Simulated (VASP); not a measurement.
# BAs (F-43m) in VASP: further runs

Runs on BAs. Level: PBE. Tasks: relaxation of cell and atoms, single point.

Program: VASP 6.6.1. These are calculated values, not measurements. Logs are shortened: lines on timing, memory, paths and dates and some standing lists are left out, and cuts for length are marked.

### 1 The cell of the first run

It takes space group F-43m (No. 216, cubic). Conventional cell: a = 4.777 Å, b = 4.777 Å, c = 4.777 Å, α = 90.00°, β = 90.00°, γ = 90.00°. As (site symmetry -43m) has 4 B at 2.07 Å within 2.7 Å. B (site symmetry -43m) has 4 As at 2.07 Å within 2.7 Å.

### 2 Relaxation of cell and atoms, PBE, non-collinear spin, zero start, spin-orbit coupling

Input file INCAR:

```
SYSTEM = BAs
PREC = Accurate
ENCUT = 600
EDIFF = 1E-7
ISMEAR = -1
SIGMA = 0.05
LREAL = .False.
LASPH = .True.
NELM = 150
ALGO = Normal
ISIF = 3
LWAVE = .False.
LCHARG = .False.
MAGMOM = 0 0 0 0 0 0
LORBIT = 11
LSORBIT = .True.
GGA_COMPAT = .False.
LORBMOM = .True.
GGA = PE
IBRION = 2
NSW = 80
EDIFFG = -0.02
```

Input file KPOINTS:

```
regular mesh
0
Gamma
  7 7 7
  0 0 0
```

Input file POSCAR:

```
BAs
1.0
    0.0000000000      2.3885000000      2.3885000000
    2.3885000000      0.0000000000      2.3885000000
    2.3885000000      2.3885000000      0.0000000000
As B
1 1
Direct
    0.7500000000      0.7500000000      0.7500000000
    0.0000000000      0.0000000000      0.0000000000
```

Potentials or basis: VASP PAW PBE potentials, release 64 (As, B).

Command:

```
cat potpaw_PBE.64/As/POTCAR potpaw_PBE.64/B/POTCAR > POTCAR
mpirun -np 1 vasp_ncl > vasp.out
```

OUTCAR:

```text
SYSTEM = BAs
   PREC = Accurate
   ENCUT = 600
   EDIFF = 1E-7
   ISMEAR = -1
   LREAL = .False.
   LASPH = .True.
   NELM = 150
   ISIF = 3
   LORBIT = 11
   LSORBIT = .True.
   GGA = PE
   IBRION = 2
   NSW = 80
   EDIFFG = -0.02

 ion  position               nearest neighbor table
   1  0.750  0.750  0.750-   2 2.07   2 2.07   2 2.07   2 2.07
   2  0.000  0.000  0.000-   1 2.07   1 2.07   1 2.07   1 2.07

  LATTYP: Found a face centered cubic cell.
 ALAT       =     4.7770000000

  Lattice vectors:

 A1 = (   0.0000000000,   2.3885000000,   2.3885000000)
 A2 = (   2.3885000000,   0.0000000000,   2.3885000000)
 A3 = (   2.3885000000,   2.3885000000,   0.0000000000)

Analysis of symmetry for initial positions (statically):
=====================================================================
 Subroutine PRICEL returns:
 Original cell was already a primitive cell.

 Routine SETGRP: Setting up the symmetry group for a
 face centered cubic supercell.

 Subroutine GETGRP returns: Found 24 space group operations
 (whereof 24 operations were pure point group operations)
 out of a pool of 48 trial point group operations.

The static configuration has the point symmetry T_d .

Analysis of symmetry for dynamics (positions and initial velocities):
=====================================================================
 Subroutine PRICEL returns:
 Original cell was already a primitive cell.

 Routine SETGRP: Setting up the symmetry group for a
 face centered cubic supercell.

 Subroutine GETGRP returns: Found 24 space group operations
 (whereof 24 operations were pure point group operations)
 out of a pool of 48 trial point group operations.

The dynamic configuration has the point symmetry T_d .

Analysis of structural, dynamic, and magnetic symmetry:
=====================================================================
 Subroutine PRICEL returns:
 Original cell was already a primitive cell.

 Routine SETGRP: Setting up the symmetry group for a
 face centered cubic supercell.

 Subroutine GETGRP returns: Found 24 space group operations
 (whereof 24 operations were pure point group operations)
 out of a pool of 48 trial point group operations.

The overall configuration has the point symmetry T_d .

 Subroutine INISYM returns: Found 24 space group operations
[... 708 lines left out ...]
  -------------------------------------------------------------------------------------
  Total        0.0013738      0.0013738      0.0013738     -0.0000000      0.0000000     -0.0000000
  in kB        0.0787997      0.0787997      0.0787997     -0.0000000      0.0000000     -0.0000000
  external PRESSURE =       0.0787997 kB  Pullay stress =       0.0000000 kB
[... 17 lines left out ...]
  FREE ENERGIE OF THE ION-ELECTRON SYSTEM (eV)
  ---------------------------------------------------
  free  energy   TOTEN  =       -11.4185302460 eV

  energy  without entropy=      -11.4185300059  energy(sigma->0) =      -11.41853013

 reached required accuracy - stopping structural energy minimisation

 orbital moment (x)

 # of ion     p       d       tot
 ----------------------------------------
  1         0.000  -0.000  -0.000
  2         0.000   0.000   0.000
 ----------------------------------------
            0.000  -0.000   0.000

 orbital moment (y)

 # of ion     p       d       tot
 ----------------------------------------
  1        -0.000  -0.000  -0.000
  2         0.000   0.000   0.000
 ----------------------------------------
            0.000  -0.000   0.000

 orbital moment (z)

 # of ion     p       d       tot
 ----------------------------------------
  1         0.000   0.000   0.000
  2         0.000   0.000   0.000
 ----------------------------------------
            0.000   0.000   0.000

 Spin-Orbit-Coupling matrix elements

 Ion:    1  E_soc:     -0.0213281
 l=   1
     0.0000000    -0.0035294    -0.0035294
    -0.0035294     0.0000000    -0.0035294
    -0.0035294    -0.0035294     0.0000000
 l=   2
     0.0000000    -0.0000129     0.0000000    -0.0000129    -0.0000123
    -0.0000129     0.0000000    -0.0000092    -0.0000129    -0.0000031
     0.0000000    -0.0000092     0.0000000    -0.0000092     0.0000000
    -0.0000129    -0.0000129    -0.0000092     0.0000000    -0.0000031
    -0.0000123    -0.0000031     0.0000000    -0.0000031     0.0000000
 l=   3
     0.0000000     0.0000000     0.0000000     0.0000000     0.0000000     0.0000000     0.0000000
     0.0000000     0.0000000     0.0000000     0.0000000     0.0000000     0.0000000     0.0000000
     0.0000000     0.0000000     0.0000000     0.0000000     0.0000000     0.0000000     0.0000000
     0.0000000     0.0000000     0.0000000     0.0000000     0.0000000     0.0000000     0.0000000
     0.0000000     0.0000000     0.0000000     0.0000000     0.0000000     0.0000000     0.0000000
     0.0000000     0.0000000     0.0000000     0.0000000     0.0000000     0.0000000     0.0000000
     0.0000000     0.0000000     0.0000000     0.0000000     0.0000000     0.0000000     0.0000000

 Ion:    2  E_soc:     -0.0000091
 l=   1
     0.0000000    -0.0000015    -0.0000015
    -0.0000015     0.0000000    -0.0000015
    -0.0000015    -0.0000015     0.0000000
 l=   2
     0.0000000     0.0000000     0.0000000     0.0000000     0.0000000
     0.0000000     0.0000000     0.0000000     0.0000000     0.0000000
     0.0000000     0.0000000     0.0000000     0.0000000     0.0000000
     0.0000000     0.0000000     0.0000000     0.0000000     0.0000000
     0.0000000     0.0000000     0.0000000     0.0000000     0.0000000
 l=   3
     0.0000000     0.0000000     0.0000000     0.0000000     0.0000000     0.0000000     0.0000000
     0.0000000     0.0000000     0.0000000     0.0000000     0.0000000     0.0000000     0.0000000
     0.0000000     0.0000000     0.0000000     0.0000000     0.0000000     0.0000000     0.0000000
     0.0000000     0.0000000     0.0000000     0.0000000     0.0000000     0.0000000     0.0000000
     0.0000000     0.0000000     0.0000000     0.0000000     0.0000000     0.0000000     0.0000000
     0.0000000     0.0000000     0.0000000     0.0000000     0.0000000     0.0000000     0.0000000
     0.0000000     0.0000000     0.0000000     0.0000000     0.0000000     0.0000000     0.0000000

 total charge

# of ion       s       p       d       tot
------------------------------------------
    1        1.173   1.644   0.084   2.900
    2        0.656   1.155   0.000   1.810
--------------------------------------------------
tot          1.828   2.799   0.084   4.711

 magnetization (x)

# of ion       s       p       d       tot
------------------------------------------
    1        0.000   0.000  -0.000  -0.000
    2        0.000  -0.000   0.000   0.000
--------------------------------------------------
tot          0.000  -0.000  -0.000   0.000

 magnetization (y)

# of ion       s       p       d       tot
------------------------------------------
    1        0.000   0.000   0.000   0.000
    2        0.000   0.000   0.000   0.000
--------------------------------------------------
tot          0.000   0.000   0.000   0.000

 magnetization (z)

# of ion       s       p       d       tot
------------------------------------------
    1        0.000  -0.000   0.000  -0.000
    2        0.000   0.000   0.000   0.000
--------------------------------------------------
tot          0.000  -0.000   0.000   0.000
```

Wall time 59 s (1 thread of AMD EPYC 9R45 (Zen 5), shared host); peak memory 0.23 GiB.

Results:

| Item | Value |
| --- | --- |
| Free energy | -11.4185 eV |
| Relaxed volume | 13.97 Å³/atom |
| Relaxed cell | a = 3.406 Å, b = 3.406 Å, c = 3.406 Å, α = 60.00°, β = 60.00°, γ = 60.00° |
| Space group after relaxing (to 0.05 Å) | F-43m (No. 216) |
| Energy gained by relaxing | 3.6 meV/atom |
| Ionic steps | 3 |
| Pressure after relaxing | 0.0 GPa |
| Net moment | 0.00 μB per cell |
| Valence electrons inside the program's atomic spheres | As 2.90; B 1.81 |

Step by step:
```tsv
step	energy change (eV)	largest force (eV/Å)	pressure (GPa)	volume (Å³)
1	0.0000	0.0000	3.43	27.25
2	-0.0037	0.0000	-2.20	28.42
3	-0.0071	0.0000	0.01	27.93
```

Final structure:
```yaml
crystal:
  lattice:
    - [0.00000, 2.40819, 2.40819]
    - [2.40819, 0.00000, 2.40819]
    - [2.40819, 2.40819, 0.00000]
  atoms:
    - { symbol: As, position: [0.75000, 0.75000, 0.75000] }
    - { symbol: B, position: [0.00000, 0.00000, 0.00000] }
```

Moments on the atoms (μB; x, y, z):
```
As  0.00 0.00 0.00
B   0.00 0.00 0.00
```

PBE usually gives volumes a little too large and moduli too small. Zero-point motion and thermal expansion aren't in these numbers.

### 3 Single point, PBE

Input file INCAR:

```
PREC = Accurate
ENCUT = 520
EDIFF = 1E-6
ISMEAR = -1
SIGMA = 0.06
LREAL = False
LASPH = True
NELM = 100
ALGO = Normal
ISIF = 2
LWAVE = False
LCHARG = True
GGA = PE
LELF = True
LVHAR = True
NBANDS = 11
```

Input file KPOINTS:

```
regular mesh
0
Gamma
  5 5 5
```

POSCAR is that of step 2.

Potentials or basis: VASP PAW PBE potentials, release 64 (As, B).

Command:

```
cat potpaw_PBE.64/As/POTCAR potpaw_PBE.64/B/POTCAR > POTCAR
mpirun -np 1 vasp_std > vasp.out
```

OUTCAR:

```text
PREC = Accurate
   ENCUT = 520
   EDIFF = 1E-6
   ISMEAR = -1
   LREAL = False
   LASPH = True
   NELM = 100
   ISIF = 2
   GGA = PE

 ion  position               nearest neighbor table
   1  0.750  0.750  0.750-   2 2.07   2 2.07   2 2.07   2 2.07
   2  0.000  0.000  0.000-   1 2.07   1 2.07   1 2.07   1 2.07

  LATTYP: Found a face centered cubic cell.
 ALAT       =     4.7770000000

  Lattice vectors:

 A1 = (   0.0000000000,   2.3885000000,   2.3885000000)
 A2 = (   2.3885000000,   0.0000000000,   2.3885000000)
 A3 = (   2.3885000000,   2.3885000000,   0.0000000000)

Analysis of symmetry for initial positions (statically):
=====================================================================
 Subroutine PRICEL returns:
 Original cell was already a primitive cell.

 Routine SETGRP: Setting up the symmetry group for a
 face centered cubic supercell.

 Subroutine GETGRP returns: Found 24 space group operations
 (whereof 24 operations were pure point group operations)
 out of a pool of 48 trial point group operations.

The static configuration has the point symmetry T_d .

[... 153 lines left out ...]
  band No.  band energies     occupation
      1      -9.2640      2.00000
      2       6.1419      1.99983
      3       6.1419      1.99983
      4       6.1419      1.99983
      5       9.4118      0.00000
      6       9.4118      0.00000
      7       9.4118      0.00000
      8      10.8299      0.00000
      9      15.7224      0.00000
     10      19.0822      0.00000
     11      19.0822      0.00000
[... 113 lines left out ...]
 k-point    10 :      -0.4000    0.4000    0.2000
  band No.  band energies     occupation
      1      -5.5484      2.00000
      2      -1.4915      2.00000
      3       0.6677      2.00000
      4       1.9750      2.00000
      5      10.5526      0.00000
      6      11.4453      0.00000
      7      12.2532      0.00000
      8      15.8096      0.00000
      9      17.2397      0.00000
     10      20.3269      0.00000
     11      22.7427      0.00000

------------------------ aborting loop because EDIFF is reached ----------------------------------------

  FORCE on cell =-STRESS in cart. coord.  units (eV):
  Direction    XX          YY          ZZ          XY          YZ          ZX
  --------------------------------------------------------------------------------------
  -------------------------------------------------------------------------------------
  Total        0.6100003      0.6100003      0.6100003     -0.0000000     -0.0000000     -0.0000000
  in kB       35.8620322     35.8620322     35.8620322     -0.0000000     -0.0000000     -0.0000000
  external PRESSURE =      35.8620322 kB  Pullay stress =       0.0000000 kB

 VOLUME and BASIS-vectors are now :
 -----------------------------------------------------------------------------
  energy-cutoff  :      520.00
  volume of cell :       27.25
      direct lattice vectors                 reciprocal lattice vectors
     0.000000000  2.388500000  2.388500000    -0.209336404  0.209336404  0.209336404
     2.388500000  0.000000000  2.388500000     0.209336404 -0.209336404  0.209336404
     2.388500000  2.388500000  0.000000000     0.209336404  0.209336404 -0.209336404

 POSITION                                       TOTAL-FORCE (eV/Angst)
 -----------------------------------------------------------------------------------
      3.58275      3.58275      3.58275         0.000000      0.000000      0.000000
      0.00000      0.00000      0.00000        -0.000000     -0.000000     -0.000000
 -----------------------------------------------------------------------------------
    total drift:                                0.000000      0.000000      0.000000

  FREE ENERGIE OF THE ION-ELECTRON SYSTEM (eV)
  ---------------------------------------------------
  free  energy   TOTEN  =       -11.3504471453 eV

  energy  without entropy=      -11.3504420272  energy(sigma->0) =      -11.35044459
```

It took 3 s on 1 thread of Intel Xeon 6975P-C (Granite Rapids), shared host; peak memory 0.15 GiB.

What came out:

| Property | Result |
| --- | --- |
| Free energy | -11.3504 eV |
| Pressure | 3.6 GPa |
| Band gap on the k mesh | 1.17 eV, indirect (least direct gap 3.27 eV) |

Caveat: the k points lie up to 0.46 Å⁻¹ apart.

### 4 Single point, PBE

Input file INCAR:

```
SYSTEM = BAs
ALGO = Normal ; EDIFF = 1E-7
ENCUT = 520 ; GGA = PE
ISIF = 2 ; ISMEAR = 0
LASPH = .TRUE. ; LCHARG = .FALSE.
LREAL = .FALSE. ; LWAVE = .FALSE.
NBANDS = 11 ; NELM = 100
PREC = Accurate ; SIGMA = 0.011
```

Input file KPOINTS:

```
k-points
0
G
  10 10 10
  0 0 0
```

POSCAR is that of step 3.

Command:

```
cat potpaw_PBE.64/As/POTCAR potpaw_PBE.64/B/POTCAR > POTCAR
mpirun -np 1 vasp_std > vasp.out
```

Wall time 7.3 s (1 thread of Intel Xeon 6975P-C (Granite Rapids), shared host); peak memory 0.16 GiB.

Results (log left out):

| Quantity | Value |
| --- | --- |
| Free energy | -11.4064 eV |
| Pressure | 3.4 GPa |
| Band gap on the k mesh | 1.18 eV, indirect (least direct gap 3.28 eV) |

Levels at points of the mesh, in eV from the valence-band top:
| k point | band 2 | band 3 | band 4 | band 5 | band 6 | band 7 |
| --- | --- | --- | --- | --- | --- | --- |
| (0.00, 0.00, 0.00) | 0.00 | 0.00 | 0.00 | 3.28 | 3.28 | 3.28 |
| (0.50, 0.00, 0.00) | -8.79 | -1.82 | -1.82 | 2.69 | 4.78 | 4.78 |
| (0.50, 0.50, 0.00) | -8.53 | -4.08 | -4.08 | 1.43 | 1.44 | 11.37 |

A k mesh can miss the band edges. PBE gaps usually lie below the measured ones, often by a third to a half.

(Part 1 of 3 ends here.)
